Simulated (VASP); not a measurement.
# SnO2 (I4_1/amd) in VASP: notebook, part 2 of 2

VASP 6.6.1.

## (3) Single point, PBEsol (13.74 Å³/atom)

This run uses another cell than the first one, of 13.74 Å³/atom.

INCAR reads:

```
PREC = Accurate
ENCUT = 520
EDIFF = 1E-6
ISMEAR = 0
SIGMA = 0.05
LREAL = F
LASPH = T
NELM = 100
ALGO = Normal
ISIF = 2
LWAVE = F
LCHARG = F
GGA = PS
NBANDS = 35
```

KPOINTS reads:

```
Automatic mesh
0
Gamma
  10 10 10
```

POSCAR reads:

```
SnO2
1.0
   -1.9261868940      1.9261868940      5.5535820528
    1.9261868940     -1.9261868940      5.5535820528
    1.9261868940      1.9261868940     -5.5535820528
Sn O
2 4
Direct
    0.7500000000      0.2500000000      0.5000000000
    0.0000000000      0.0000000000      0.0000000000
    0.8047030467      0.8047030467      0.0000000000
    0.9452969533      0.4452969533      0.5000000000
    0.1952969533      0.1952969533      0.0000000000
    0.5547030467      0.0547030467      0.5000000000
```

Potentials or basis: VASP PAW PBE potentials, release 64 (Sn_d, O).

Started as:

```console
> cat potpaw_PBE.64/Sn_d/POTCAR potpaw_PBE.64/O/POTCAR > POTCAR
> mpirun -np 1 vasp_std > vasp.out
```

OUTCAR:

```text
PREC = Accurate
   ENCUT = 520
   EDIFF = 1E-6
   ISMEAR = 0
   LREAL = F
   LASPH = T
   NELM = 100
   ISIF = 2
   GGA = PS

 ion  position               nearest neighbor table
   1  0.750  0.250  0.500-   3 2.02   5 2.02   3 2.02   5 2.02   4 2.17   6 2.17   2 3.38   2 3.38
                             2 3.38   2 3.38
   2  0.000  0.000  0.000-   6 2.02   4 2.02   6 2.02   4 2.02   3 2.17   5 2.17   1 3.38   1 3.38
                             1 3.38   1 3.38
   3  0.805  0.805  0.000-   1 2.02   1 2.02   2 2.17
   4  0.945  0.445  0.500-   2 2.02   2 2.02   1 2.17
   5  0.195  0.195  0.000-   1 2.02   1 2.02   2 2.17
[... 1123 lines left out ...]
  -------------------------------------------------------------------------------------
  Total        3.0812489      3.0812489     -2.5987305      0.0000000      0.0000000      0.0000000
  in kB       59.8973121     59.8973121    -50.5174934      0.0000000      0.0000000      0.0000000
  external PRESSURE =      23.0923769 kB  Pullay stress =       0.0000000 kB

 VOLUME and BASIS-vectors are now :
 -----------------------------------------------------------------------------
  energy-cutoff  :      520.00
  volume of cell :       82.42
      direct lattice vectors                 reciprocal lattice vectors
    -1.926186894  1.926186894  5.553582053     0.000000000  0.259580211  0.090031982
     1.926186894 -1.926186894  5.553582053     0.259580211  0.000000000  0.090031982
     1.926186894  1.926186894 -5.553582053     0.259580211  0.259580211  0.000000000

 POSITION                                       TOTAL-FORCE (eV/Angst)
 -----------------------------------------------------------------------------------
     -0.00000      1.92619      2.77679        -0.000000     -0.000000      0.000000
      0.00000      0.00000      0.00000        -0.000000     -0.000000      0.000000
      0.00000      0.00000      8.93797        -0.000000      0.000000     -0.002574
      0.00000      1.92619      4.94599         0.000000     -0.000000      0.002574
      0.00000      0.00000      2.16920        -0.000000      0.000000      0.002574
      0.00000      1.92619      0.60760         0.000000     -0.000000     -0.002574
 -----------------------------------------------------------------------------------
    total drift:                               -0.000000      0.000000      0.000000

  FREE ENERGIE OF THE ION-ELECTRON SYSTEM (eV)
  ---------------------------------------------------
  free  energy   TOTEN  =       -38.9822411400 eV

  energy  without entropy=      -38.9822411400  energy(sigma->0) =      -38.98224114
```

OSZICAR:

```text
N       E                     dE             d eps       ncg     rms          rms(c)
DAV:   1     0.644178840959E+03    0.64418E+03   -0.25550E+04  7791   0.222E+03
DAV:   2     0.584157311099E+02   -0.58576E+03   -0.55057E+03  7852   0.602E+02
DAV:   3    -0.395654211150E+02   -0.97981E+02   -0.96192E+02  7784   0.209E+02
DAV:   4    -0.447596903099E+02   -0.51943E+01   -0.51566E+01  8719   0.529E+01
DAV:   5    -0.449014205206E+02   -0.14173E+00   -0.14154E+00  8781   0.909E+00    0.153E+01
DAV:   6    -0.389492007595E+02    0.59522E+01   -0.16854E+01 11555   0.657E+01    0.602E+00
DAV:   7    -0.390364706246E+02   -0.87270E-01   -0.21011E+00  7793   0.784E+00    0.326E+00
DAV:   8    -0.389941808103E+02    0.42290E-01   -0.23990E-01 10977   0.467E+00    0.782E-01
DAV:   9    -0.389809940194E+02    0.13187E-01   -0.53896E-02 11337   0.370E+00    0.144E-01
DAV:  10    -0.389821093677E+02   -0.11153E-02   -0.51145E-03  9802   0.738E-01    0.476E-02
DAV:  11    -0.389822302504E+02   -0.12088E-03   -0.51547E-04 10794   0.242E-01    0.184E-02
DAV:  12    -0.389822451333E+02   -0.14883E-04   -0.67000E-05  8086   0.474E-02    0.187E-02
DAV:  13    -0.389822412973E+02    0.38360E-05   -0.28372E-05 10068   0.789E-02    0.361E-03
DAV:  14    -0.389822411400E+02    0.15733E-06   -0.32304E-06  7543   0.187E-02
   1 F= -.38982241E+02 E0= -.38982241E+02  d E =-.125760E-18
```

stdout:

```text
POSCAR found type information on POSCAR SnO
 POSCAR found :  2 types and       6 ions
 scaLAPACK will be used
 -----------------------------------------------------------------------------
|                                                                             |
|                                                                             |
|     You enforced a specific xc type in the INCAR file but a different       |
|     I HOPE YOU KNOW WHAT YOU ARE DOING!                                     |
|                                                                             |
 -----------------------------------------------------------------------------

 LDA part: xc-table for (Slater+PW92), standard interpolation
 POSCAR, INCAR and KPOINTS ok, starting setup
 FFT: planning ... GRIDC
 FFT: planning ... GRID_SOFT
 FFT: planning ... GRID
 WAVECAR not read
 entering main loop
```

Run time: 16 min. Hardware: 1 thread of Intel Xeon 8259CL, shared host; peak memory 0.47 GiB.

Results:

* Free energy: -38.9822 eV
* Pressure: 2.3 GPa
* Band gap on the k mesh: 1.43 eV (least direct gap 1.63 eV)

Forces on the atoms (eV/Å):
```
Sn   0.000  0.000  0.000
Sn   0.000  0.000  0.000
O    0.000  0.000 -0.003
O    0.000  0.000  0.003
O    0.000  0.000  0.003
O    0.000  0.000 -0.003
```

Stress tensor (GPa, compression positive):
```
 5.99  0.00  0.00
 0.00  5.99  0.00
 0.00  0.00 -5.05
```

Caveat: the PAW data sets were made with another functional, which shifts forces and pressure a little; spin-orbit coupling is left out, which moves the levels of the heavy elements. A k mesh can miss the band edges.

## (4) Single point, PBEsol (13.74 Å³/atom)

This run uses another cell than the first one, of 13.74 Å³/atom.

INCAR reads:

```
ALGO = Normal ; EDIFF = 1E-6
ENCUT = 520 ; GGA = PS
ISIF = 2 ; ISMEAR = 0
LASPH = T ; LCHARG = T
LELF = T ; LREAL = F
LVHAR = T ; LWAVE = F
NBANDS = 35 ; NELM = 100
PREC = Accurate ; SIGMA = 0.05
```

KPOINTS reads:

```
k-points
0
Gamma
  10 10 10
```

POSCAR reads:

```
SnO2
1.0
   -2.0874129876      2.0874129876      4.7288253820
    2.0874129876     -2.0874129876      4.7288253820
    2.0874129876      2.0874129876     -4.7288253820
Sn O
2 4
Direct
    0.7500000000      0.2500000000      0.5000000000
    0.0000000000      0.0000000000      0.0000000000
    0.7869207805      0.7869207805      0.0000000000
    0.9630792195      0.4630792195      0.5000000000
    0.2130792195      0.2130792195      0.0000000000
    0.5369207805      0.0369207805      0.5000000000
```

Potentials or basis: VASP PAW PBE potentials, release 64 (Sn_d, O).

Started as:

```console
> cat potpaw_PBE.64/Sn_d/POTCAR potpaw_PBE.64/O/POTCAR > POTCAR
> mpirun -np 1 vasp_std > vasp.out
```

OUTCAR:

```text
EDIFF = 1E-6
   ENCUT = 520
   GGA = PS
   ISIF = 2
   ISMEAR = 0
   LASPH = T
   LREAL = F
   NELM = 100
   PREC = Accurate

 ion  position               nearest neighbor table
   1  0.750  0.250  0.500-   4 2.02   6 2.02   5 2.12   3 2.12   3 2.12   5 2.12   2 3.15   2 3.15
                             2 3.15   2 3.15
   2  0.000  0.000  0.000-   3 2.02   5 2.02   4 2.12   6 2.12   6 2.12   4 2.12   1 3.15   1 3.15
                             1 3.15   1 3.15
   3  0.787  0.787  0.000-   2 2.02   1 2.12   1 2.12
   4  0.963  0.463  0.500-   1 2.02   2 2.12   2 2.12
   5  0.213  0.213  0.000-   2 2.02   1 2.12   1 2.12
[... 1123 lines left out ...]
  -------------------------------------------------------------------------------------
  Total       -2.5319745     -2.5319745      4.3026590      0.0000000     -0.0000000      0.0000000
  in kB      -49.2198045    -49.2198045     83.6406645      0.0000000     -0.0000000      0.0000000
  external PRESSURE =      -4.9329815 kB  Pullay stress =       0.0000000 kB

 VOLUME and BASIS-vectors are now :
 -----------------------------------------------------------------------------
  energy-cutoff  :      520.00
  volume of cell :       82.42
      direct lattice vectors                 reciprocal lattice vectors
    -2.087412988  2.087412988  4.728825382     0.000000000  0.239530942  0.105734503
     2.087412988 -2.087412988  4.728825382     0.239530942  0.000000000  0.105734503
     2.087412988  2.087412988 -4.728825382     0.239530942  0.239530942  0.000000000

 POSITION                                       TOTAL-FORCE (eV/Angst)
 -----------------------------------------------------------------------------------
      0.00000      2.08741      2.36441         0.000000      0.000000     -0.000000
      0.00000      0.00000      0.00000         0.000000      0.000000      0.000000
      0.00000      0.00000      7.44242         0.000000      0.000000     -0.054020
      0.00000      2.08741      4.37964         0.000000      0.000000      0.054020
      0.00000      0.00000      2.01523        -0.000000     -0.000000      0.054020
      0.00000      2.08741      0.34918        -0.000000     -0.000000     -0.054020
 -----------------------------------------------------------------------------------
    total drift:                               -0.000000     -0.000000      0.000000

  FREE ENERGIE OF THE ION-ELECTRON SYSTEM (eV)
  ---------------------------------------------------
  free  energy   TOTEN  =       -38.9608124477 eV

  energy  without entropy=      -38.9608124477  energy(sigma->0) =      -38.96081245
```

OSZICAR:

```text
N       E                     dE             d eps       ncg     rms          rms(c)
DAV:   1     0.643543751788E+03    0.64354E+03   -0.25562E+04  7836   0.222E+03
DAV:   2     0.609301705311E+02   -0.58261E+03   -0.54922E+03  7767   0.607E+02
DAV:   3    -0.388655290904E+02   -0.99796E+02   -0.97920E+02  7829   0.210E+02
DAV:   4    -0.442726611827E+02   -0.54071E+01   -0.53685E+01  9109   0.535E+01
DAV:   5    -0.444153282916E+02   -0.14267E+00   -0.14246E+00  8765   0.914E+00    0.148E+01
DAV:   6    -0.389437714552E+02    0.54716E+01   -0.15627E+01 11358   0.633E+01    0.605E+00
DAV:   7    -0.390122636176E+02   -0.68492E-01   -0.19273E+00  7881   0.766E+00    0.318E+00
DAV:   8    -0.389718803134E+02    0.40383E-01   -0.21899E-01 10999   0.409E+00    0.736E-01
DAV:   9    -0.389599625577E+02    0.11918E-01   -0.43974E-02 11481   0.323E+00    0.129E-01
DAV:  10    -0.389607571641E+02   -0.79461E-03   -0.47963E-03  9824   0.698E-01    0.513E-02
DAV:  11    -0.389608069387E+02   -0.49775E-04   -0.32094E-04 11596   0.193E-01    0.229E-02
DAV:  12    -0.389608152197E+02   -0.82810E-05   -0.36743E-05  9324   0.402E-02    0.173E-02
DAV:  13    -0.389608123146E+02    0.29051E-05   -0.17888E-05 10267   0.524E-02    0.308E-03
DAV:  14    -0.389608124477E+02   -0.13311E-06   -0.12620E-06  5325   0.953E-03
   1 F= -.38960812E+02 E0= -.38960812E+02  d E =-.491658E-14
```

Run time: 11 min. Hardware: 1 thread of Intel Xeon 8259CL, shared host; peak memory 0.41 GiB.

What came out:

```yaml
Free_energy: -38.9608 eV
Pressure: -0.5 GPa
Largest_force: 0.054 eV/Å
Band_gap_on_the_k_mesh: 1.60 eV (least direct gap 2.17 eV)
```

Forces on the atoms (eV/Å):
```
Sn   0.000  0.000  0.000
Sn   0.000  0.000  0.000
O    0.000  0.000 -0.054
O    0.000  0.000  0.054
O    0.000  0.000  0.054
O    0.000  0.000 -0.054
```

Stress tensor (GPa, compression positive):
```
-4.92  0.00  0.00
 0.00 -4.92  0.00
 0.00  0.00  8.36
```

Caveat: the PAW data sets were made with another functional, which shifts forces and pressure a little; spin-orbit coupling is left out, which moves the levels of the heavy elements. A k mesh can miss the band edges.

## (5) The runs side by side

| cell | gap on the mesh (eV) | pressure (GPa) | largest force (eV/Å) |
| --- | --- | --- | --- |
| a = 5.554 Å, angles 138.0, 138.0, 60.9°, 6 atoms, atomic positions A | 2.18 | 14.3 | 0.04 |
| a = 6.186 Å, angles 143.7, 143.7, 52.3°, 6 atoms, atomic positions B | 1.43 | 2.3 | - |
| a = 5.575 Å, angles 136.0, 136.0, 64.0°, 6 atoms, atomic positions A | 1.60 | -0.5 | 0.05 |

Alike in all rows: task single point; level PBEsol; potentials or basis VASP PAW PBE potentials, release 64 (Sn_d, O); no spin polarisation; k mesh 10 × 10 × 10; cutoff (eV) 520; smearing gaussian 0.05 eV.

Caveats: the PAW data sets were made with another functional, which shifts forces and pressure a little; spin-orbit coupling is left out, which moves the levels of the heavy elements; the cell stands under pressure (at least some runs).

Absolute energies hang on the potentials; compare differences alone.
